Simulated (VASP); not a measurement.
# CaO (I4/mmm) in VASP: a series of runs, part 2 of 2

VASP 6.6.1.

**3. Single point, LDA (strain +0.030 along x and y, -0.030 along z)**

Input file INCAR:

```
  PREC = Accurate
  ENCUT = 520
  EDIFF = 1E-7
  ISMEAR = 0
  SIGMA = 0.05
  LREAL = False
  LASPH = True
  NELM = 100
  ALGO = Normal
  ISIF = 2
  LWAVE = False
  LCHARG = False
  NBANDS = 15
```

Input file KPOINTS:

```
regular mesh
0
Gamma
  8 8 8
```

Input file POSCAR:

```
CaO
1.0
    0.0000000000      2.5224700000      2.3755300000
    2.5224700000      0.0000000000      2.3755300000
    2.5224700000      2.5224700000      0.0000000000
Ca O
1 1
Direct
    0.0000000000      0.0000000000      0.0000000000
    0.5000000000      0.5000000000      0.5000000000
```

Potentials or basis: VASP PAW LDA potentials, release 64 (Ca_sv, O).

Launch:

```
cat potpaw_LDA.64/Ca_sv/POTCAR potpaw_LDA.64/O/POTCAR > POTCAR
mpirun -np 1 vasp_std > vasp.out
```

OUTCAR:

```text
PREC = Accurate
   ENCUT = 520
   EDIFF = 1E-7
   ISMEAR = 0
   LREAL = False
   LASPH = True
   NELM = 100
   ISIF = 2

 ion  position               nearest neighbor table
   1  0.000  0.000  0.000-   2 2.38   2 2.38   2 2.52   2 2.52   2 2.52   2 2.52
   2  0.500  0.500  0.500-   1 2.38   1 2.38   1 2.52   1 2.52   1 2.52   1 2.52

  LATTYP: Found a body centered tetragonal cell.
 ALAT       =     3.5673112847
 C/A-ratio  =     1.3318321898

  Lattice vectors:

 A1 = (   0.0000000000,  -2.5224700000,  -2.3755300000)
 A2 = (   0.0000000000,   2.5224700000,  -2.3755300000)
 A3 = (   2.5224700000,   0.0000000000,   2.3755300000)

Analysis of symmetry for initial positions (statically):
=====================================================================
 Subroutine PRICEL returns:
 Original cell was already a primitive cell.

 Routine SETGRP: Setting up the symmetry group for a
 body centered tetragonal supercell.

 Subroutine GETGRP returns: Found 16 space group operations
 (whereof 16 operations were pure point group operations)
 out of a pool of 16 trial point group operations.

The static configuration has the point symmetry D_4h.

[... 177 lines left out ...]
      8       1.6240      2.00000
      9       5.3716      0.00000
     10       7.3450      0.00000
     11       7.3450      0.00000
     12       7.7135      0.00000
     13       8.6067      0.00000
     14       9.2380      0.00000
[... 401 lines left out ...]
      2     -17.5616      2.00000
      3     -17.0410      2.00000
      4     -16.9955      2.00000
      5     -12.8366      2.00000
      6      -0.3906      2.00000
      7       0.6603      2.00000
      8       0.8524      2.00000
      9       7.1534      0.00000
     10       8.3354      0.00000
     11       9.0965      0.00000
     12       9.2787      0.00000
     13      10.4792      0.00000
     14      10.8235      0.00000
     15      15.6331      0.00000

 [... further k-points ...]

------------------------ aborting loop because EDIFF is reached ----------------------------------------

  FORCE on cell =-STRESS in cart. coord.  units (eV):
  Direction    XX          YY          ZZ          XY          YZ          ZX
  --------------------------------------------------------------------------------------
  -------------------------------------------------------------------------------------
  Total       -2.7119057     -2.7119057     -1.6520736      0.0000000      0.0000000      0.0000000
  in kB     -143.7284131   -143.7284131    -87.5583264      0.0000000      0.0000000      0.0000000
  external PRESSURE =    -125.0050508 kB  Pullay stress =       0.0000000 kB

 VOLUME and BASIS-vectors are now :
 -----------------------------------------------------------------------------
  energy-cutoff  :      520.00
  volume of cell :       30.23
      direct lattice vectors                 reciprocal lattice vectors
     0.000000000  2.522470000  2.375530000    -0.198218413  0.198218413  0.210479346
     2.522470000  0.000000000  2.375530000     0.198218413 -0.198218413  0.210479346
     2.522470000  2.522470000  0.000000000     0.198218413  0.198218413 -0.210479346

 POSITION                                       TOTAL-FORCE (eV/Angst)
 -----------------------------------------------------------------------------------
      0.00000      0.00000      0.00000         0.000000      0.000000      0.000000
      2.52247      2.52247      2.37553        -0.000000     -0.000000      0.000000
 -----------------------------------------------------------------------------------
    total drift:                                0.000000      0.000000      0.000000

  FREE ENERGIE OF THE ION-ELECTRON SYSTEM (eV)
  ---------------------------------------------------
  free  energy   TOTEN  =       -14.0202381291 eV

  energy  without entropy=      -14.0202381291  energy(sigma->0) =      -14.02023813
```

OSZICAR:

```text
N       E                     dE             d eps       ncg     rms          rms(c)
DAV:   1     0.121097763937E+03    0.12110E+03   -0.82950E+03  1770   0.107E+03
DAV:   2    -0.104339403051E+02   -0.13153E+03   -0.12335E+03  2248   0.283E+02
DAV:   3    -0.156000712505E+02   -0.51661E+01   -0.51298E+01  2099   0.581E+01
DAV:   4    -0.157472069871E+02   -0.14714E+00   -0.14705E+00  2615   0.872E+00
DAV:   5    -0.157485326790E+02   -0.13257E-02   -0.13257E-02  2009   0.813E-01    0.848E+00
DAV:   6    -0.142036648239E+02    0.15449E+01   -0.53522E+00  1931   0.212E+01    0.404E+00
DAV:   7    -0.140578788480E+02    0.14579E+00   -0.47783E-01  1966   0.678E+00    0.185E+00
DAV:   8    -0.140207551989E+02    0.37124E-01   -0.86011E-02  2183   0.306E+00    0.335E-01
DAV:   9    -0.140201239288E+02    0.63127E-03   -0.39006E-03  2038   0.477E-01    0.111E-01
DAV:  10    -0.140202579578E+02   -0.13403E-03   -0.24519E-04  2225   0.172E-01    0.518E-02
DAV:  11    -0.140202384877E+02    0.19470E-04   -0.33540E-05  2247   0.582E-02    0.696E-03
DAV:  12    -0.140202383296E+02    0.15807E-06   -0.45122E-06  2258   0.210E-02    0.508E-03
DAV:  13    -0.140202381409E+02    0.18870E-06   -0.36928E-07  2050   0.593E-03    0.103E-03
DAV:  14    -0.140202381291E+02    0.11850E-07   -0.25036E-08  1256   0.211E-03
   1 F= -.14020238E+02 E0= -.14020238E+02  d E =-.270490E-24
```

It took 19 s on 1 thread of Intel Xeon Platinum 8488C (Sapphire Rapids), shared host; peak memory 0.15 GiB.

What came out:

* Free energy: -14.0202 eV
* Pressure: -12.5 GPa
* Band gap on the k mesh: 3.29 eV, indirect (least direct gap 3.75 eV)

Levels at points of the mesh, in eV from the valence-band top:
```csv
k point,band 4,band 5,band 6,band 7,band 8,band 9,band 10,band 11,band 12,band 13
"(0.00, 0.00, 0.00)",-18.55,-15.13,-0.12,-0.12,0.00,3.75,5.72,5.72,6.09,6.98
"(0.50, 0.00, 0.00)",-18.59,-14.16,-2.59,-1.17,-1.16,6.48,7.59,7.79,7.81,9.41
"(0.50, 0.50, 0.00)",-18.80,-14.88,-1.20,-0.57,-0.57,3.29,7.40,8.33,8.91,8.91
"(0.50, 0.00, 0.50)",-18.72,-14.89,-1.51,-0.46,-0.37,3.49,7.23,8.41,8.70,9.06
```

Caveat: the cell differs from its parent crystal (strain +0.030 along x and y, -0.030 along z). A k mesh can miss the band edges.

**4. Single point, LDA (strain +0.030 along x and y, -0.015 along z)**

Input file INCAR:

```
  PREC = Accurate
  ENCUT = 520
  EDIFF = 1E-6
  ISMEAR = 0
  SIGMA = 0.05
  LREAL = F
  LASPH = T
  NELM = 60
  ALGO = Normal
  ISIF = 2
  LWAVE = F
  LCHARG = F
  NBANDS = 15
```

KPOINTS is that of step 3.

Input file POSCAR:

```
CaO
1.0
    0.0000000000      2.5224700000      2.4122650000
    2.5224700000      0.0000000000      2.4122650000
    2.5224700000      2.5224700000      0.0000000000
Ca O
1 1
Direct
    0.0000000000      0.0000000000      0.0000000000
    0.5000000000      0.5000000000      0.5000000000
```

Launch:

```
cat potpaw_LDA.64/Ca_sv/POTCAR potpaw_LDA.64/O/POTCAR > POTCAR
mpirun -np 1 vasp_std > vasp.out
```

Wall time 17 s (1 thread of Intel Xeon Platinum 8488C (Sapphire Rapids), shared host); peak memory 0.16 GiB.

The run converged. Its results:

```
Free energy            : -13.9910 eV
Pressure               : -13.8 GPa
Band gap on the k mesh : 3.35 eV, indirect (least direct gap 3.70 eV)
```

Stress tensor (GPa, compression positive):
```
-14.97   0.00   0.00
  0.00 -14.97   0.00
  0.00   0.00 -11.46
```

Levels at points of the mesh, in eV from the valence-band top:
```csv
k point,band 4,band 5,band 6,band 7,band 8,band 9,band 10,band 11,band 12,band 13
"(0.00, 0.00, 0.00)",-18.61,-15.07,-0.08,-0.08,0.00,3.70,5.73,5.73,6.00,7.01
"(0.50, 0.00, 0.00)",-18.65,-14.17,-2.53,-1.11,-1.10,6.44,7.52,7.72,7.74,9.38
"(0.50, 0.50, 0.00)",-18.84,-14.82,-1.24,-0.51,-0.51,3.35,7.29,8.26,8.83,8.83
"(0.50, 0.00, 0.50)",-18.78,-14.83,-1.46,-0.43,-0.38,3.49,7.19,8.31,8.67,8.94
```

Caveat: the cell differs from its parent crystal (strain +0.030 along x and y, -0.015 along z).

**5. Overview**

```tsv
cell	gap on the mesh (eV)	pressure (GPa)
a = 3.438, b = 3.438, c = 3.515 Å, angles 59.3, 59.3, 61.5°, 2 atoms	3.32	-10.7
a = 3.465, b = 3.465, c = 3.567 Å, angles 59.0, 59.0, 62.0°, 2 atoms	3.29	-12.5
a = 3.490, b = 3.490, c = 3.567 Å, angles 59.3, 59.3, 61.5°, 2 atoms	3.35	-13.8
```

Alike in all rows: task single point; level LDA; potentials or basis VASP PAW LDA potentials, release 64 (Ca_sv, O); no spin polarisation; k mesh 8 × 8 × 8; cutoff (eV) 520; smearing gaussian 0.05 eV.

Absolute energies hang on the potentials; compare differences alone.
